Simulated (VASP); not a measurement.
# Si2Mo in VASP: further runs, part 2 of 2

VASP 6.6.1. The steps go on from the part before.

## 4. Relaxation of shape and atoms at fixed volume, PBE (13.31 Å³/atom)

This run uses another cell than the first one, of 13.31 Å³/atom.

The input, INCAR:

```
SYSTEM = Si2Mo
ALGO = Normal
EDIFF = 1E-6
EDIFFG = -0.01
ENCUT = 600
GGA = PE
IBRION = 2
ISIF = 4
ISMEAR = 0
LASPH = .True.
LCHARG = .False.
LREAL = .False.
LWAVE = .False.
NELM = 60
NSW = 60
PREC = Accurate
SIGMA = 0.05
```

The input, KPOINTS:

```
k-points
0
Gamma
  14 14 14
  0 0 0
```

The input, POSCAR:

```
Si2Mo
1.0
   -1.5977231975      1.5977231975      3.9101459157
    1.5977231975     -1.5977231975      3.9101459157
    1.5977231975      1.5977231975     -3.9101459157
Si Mo
2 1
Direct
    0.3351149525      0.3351149525      0.0000000000
    0.6648850475      0.6648850475      0.0000000000
    0.0000000000      0.0000000000      0.0000000000
```

Potentials or basis: VASP PAW PBE potentials, release 64 (Si, Mo_sv).

Started as:

```
$ cat potpaw_PBE.64/Si/POTCAR potpaw_PBE.64/Mo_sv/POTCAR > POTCAR
$ mpirun -np 1 vasp_std > vasp.out
```

OUTCAR:

```text
SYSTEM = Si2Mo
   EDIFF = 1E-6
   EDIFFG = -0.01
   ENCUT = 600
   GGA = PE
   IBRION = 2
   ISIF = 4
   ISMEAR = 0
   LASPH = .True.
   LREAL = .False.
   NELM = 60
   NSW = 60
   PREC = Accurate

 ion  position               nearest neighbor table
   1  0.335  0.335  0.000-   2 2.58   3 2.60   3 2.60   3 2.60   3 2.60   3 2.62   2 2.62   2 2.62
                             2 2.62   2 2.62
   2  0.665  0.665  0.000-   1 2.58   3 2.60   3 2.60   3 2.60   3 2.60   3 2.62   1 2.62   1 2.62
                             1 2.62   1 2.62
   3  0.000  0.000  0.000-   2 2.60   2 2.60   2 2.60   1 2.60   1 2.60   1 2.60   2 2.60   1 2.60
                             1 2.62   2 2.62

  LATTYP: Found a body centered tetragonal cell.
 ALAT       =     3.1954463950
 C/A-ratio  =     2.4473237428

  Lattice vectors:

 A1 = (  -1.5977231975,   1.5977231975,   3.9101459157)
[... 306 lines left out ...]
 Fermi energy:        12.4232095360

 k-point     1 :       0.0000    0.0000    0.0000
  band No.  band energies     occupation
      1     -48.3359      2.00000
      2     -22.4937      2.00000
      3     -22.4126      2.00000
      4     -22.4126      2.00000
      5      -1.1088      2.00000
      6       5.9477      2.00000
      7       8.9666      2.00000
      8       9.2956      2.00000
      9       9.7323      2.00000
     10       9.7323      2.00000
     11      12.7532      0.00000
     12      15.5347      0.00000
     13      15.5640      0.00000
     14      15.9317      0.00000
[... 401 lines left out ...]
      2     -22.5683      2.00000
      3     -22.4790      2.00000
      4     -22.4457      2.00000
      5       0.8098      2.00000
      6       4.9896      2.00000
      7       7.2508      2.00000
      8       8.9708      2.00000
      9       9.7590      2.00000
     10      10.0859      2.00000
     11      10.6095      2.00000
     12      14.2406      0.00000
     13      14.7156      0.00000
     14      16.0486      0.00000
     15      17.2152      0.00000

 [... further k-points ...]
[... 5 lines left out ...]
  --------------------------------------------------------------------------------------
  -------------------------------------------------------------------------------------
  Total        1.1009607      1.1009607      1.1052822      0.0000000     -0.0000000      0.0000000
  in kB       44.1800655     44.1800655     44.3534808      0.0000000     -0.0000000      0.0000000
  external PRESSURE =      44.2378706 kB  Pullay stress =       0.0000000 kB
[... 18 lines left out ...]
  FREE ENERGIE OF THE ION-ELECTRON SYSTEM (eV)
  ---------------------------------------------------
  free  energy   TOTEN  =       -23.2497067406 eV

  energy  without entropy=      -23.2491706120  energy(sigma->0) =      -23.24943868

 reached required accuracy - stopping structural energy minimisation
```

CONTCAR:

```text
Si2Mo
   1.00000000000000
    -1.5970424839748993    1.5970424839748993    3.9134798989692405
     1.5970424839748993   -1.5970424839748993    3.9134798989692405
     1.5970424839748993    1.5970424839748993   -3.9134798989692405
  Si              Mo
     2     1
Direct
     0.3347471823737993    0.3347471823737993    0.0000000000000000
     0.6652528176262008    0.6652528176262008    0.0000000000000000
     0.0000000000000000    0.0000000000000000    1.0000000000000000

  0.00000000E+00  0.00000000E+00  0.00000000E+00
  0.00000000E+00  0.00000000E+00  0.00000000E+00
  0.00000000E+00  0.00000000E+00  0.00000000E+00
```

Run time: 7.3 min. Hardware: 1 thread of Intel Xeon Platinum 8175M at 2.50GHz (Skylake/Cascade Lake), shared host; peak memory 0.34 GiB.

Results:

* Free energy: -23.2497 eV
* Energy gained by relaxing: 0.1 meV/atom
* Ionic steps: 4
* Pressure after relaxing: 4.4 GPa
* Band gap on the k mesh: zero (bands 11 and 12 overlap by 0.97 eV)

Forces on the atoms (eV/Å):
```
Si   0.000  0.000  0.003
Si   0.000  0.000 -0.003
Mo   0.000  0.000  0.000
```

The path:
```csv
step,energy change (eV),largest force (eV/Å),pressure (GPa),volume (Å³)
1,0.0000,0.0533,4.51,39.93
2,-0.0002,0.0032,4.41,39.93
3,-0.0002,0.0115,4.43,39.93
4,-0.0002,0.0027,4.42,39.93
```

Final structure:
```
Si Mo
1.0
    -1.59704    1.59704    3.91348
     1.59704   -1.59704    3.91348
     1.59704    1.59704   -3.91348
Si Mo
2 1
Direct
  0.33475 0.33475 0.00000
  0.66525 0.66525 0.00000
  0.00000 0.00000 0.00000
```

## 5. Single point, PBE (atoms moved at random and the cell strained at random)

The input, INCAR:

```
SYSTEM = Si2Mo
PREC = Accurate
ENCUT = 520
EDIFF = 1E-6
ISMEAR = 0
SIGMA = 0.05
LREAL = .FALSE.
LASPH = .TRUE.
NELM = 80
ALGO = Normal
ISIF = 2
LWAVE = .FALSE.
LCHARG = .FALSE.
GGA = PE
NBANDS = 18
```

The input, KPOINTS:

```
regular mesh
0
G
  14 14 14
  0 0 0
```

The input, POSCAR:

```
Si2Mo
1.0
   -1.6368814140      1.6094738088      3.9354236064
    1.6245141967     -1.6206630888      3.9349422899
    1.6187632216      1.6025448965     -3.9399956537
Si Mo
2 1
Direct
    0.3291605308      0.3363051858     -0.0021727185
    0.6611948645      0.6641503205     -0.0085464678
    0.0096446047     -0.0004555063      0.0107191863
```

Started as:

```
$ cat potpaw_PBE.64/Si/POTCAR potpaw_PBE.64/Mo_sv/POTCAR > POTCAR
$ mpirun -np 1 vasp_std > vasp.out
```

Run time: 22 min. Hardware: 1 thread of AMD EPYC 7R13 (Zen 3), shared host; peak memory 0.96 GiB.

It converged, with:

- Free energy: -23.2397 eV
- Pressure: -1.0 GPa
- Largest force: 0.449 eV/Å
- Band gap on the k mesh: zero (bands 11 and 12 overlap by 0.92 eV)

Forces in eV/Å, atoms in the order of the input:
```
Si  -0.078  0.197  0.177
Si   0.114  0.238 -0.282
Mo  -0.037 -0.435  0.105
```

Stress tensor (GPa, compression positive):
```
-2.67  2.03  0.70
 2.03 -0.09  0.54
 0.70  0.54 -0.38
```

Levels at points of the mesh, in eV from the Fermi level:
```csv
k point,band 7,band 8,band 9,band 10,band 11,band 12,band 13,band 14,band 15,band 16
"(0.00, 0.00, 0.00)",-3.41,-2.95,-2.76,-2.51,0.34,2.88,3.18,3.42,3.60,4.02
"(0.50, 0.00, 0.00)",-4.86,-4.40,-2.61,-2.49,-0.57,2.24,2.86,3.91,4.25,5.35
"(0.00, 0.50, 0.00)",-4.86,-4.47,-2.55,-2.41,-0.48,2.08,2.98,3.90,4.29,5.37
"(0.50, 0.50, 0.00)",-5.67,-5.18,-4.48,-2.95,-1.10,2.20,2.64,2.94,3.29,4.73
"(0.00, 0.00, 0.50)",-5.59,-5.38,-4.38,-2.97,-1.23,2.20,2.63,3.05,3.27,4.85
"(0.50, 0.00, 0.50)",-4.80,-4.42,-2.57,-2.44,-0.48,2.09,3.08,3.90,4.26,5.34
"(0.00, 0.50, 0.50)",-4.83,-4.38,-2.59,-2.53,-0.58,2.25,2.87,3.92,4.20,5.37
"(0.50, 0.50, 0.50)",-3.43,-2.24,-0.71,-0.65,-0.51,-0.42,0.49,4.67,4.94,5.93
```

Caveat: the cell differs from its parent crystal (atoms moved at random and the cell strained at random).

## 6. Summary

```tsv
task	cell	cutoff (eV)	gap on the mesh (eV)	pressure (GPa)	largest force (eV/Å)
relaxation of shape and atoms at fixed volume	relaxed from a = 4.467 Å, angles 138.7, 138.7, 59.9°, 3 atoms, atomic positions A	600	none	13.2	0.01
relaxation of shape and atoms at fixed volume	relaxed from a = 4.488 Å, angles 138.6, 138.6, 60.0°, 3 atoms, atomic positions B	600	none	9.2	-
relaxation of shape and atoms at fixed volume	relaxed from a = 4.516 Å, angles 138.6, 138.6, 60.0°, 3 atoms, atomic positions C	600	none	4.4	-
single point	a = 4.556, b = 4.555, c = 4.551 Å, angles 138.3, 138.7, 60.5°, 3 atoms, atomic positions D	520	none	-1.0	0.45
```

Alike in all rows: level PBE; potentials or basis VASP PAW PBE potentials, release 64 (Si, Mo_sv); no spin polarisation; k mesh 14 × 14 × 14; smearing gaussian 0.05 eV.

Absolute energies hang on the potentials; compare differences alone.
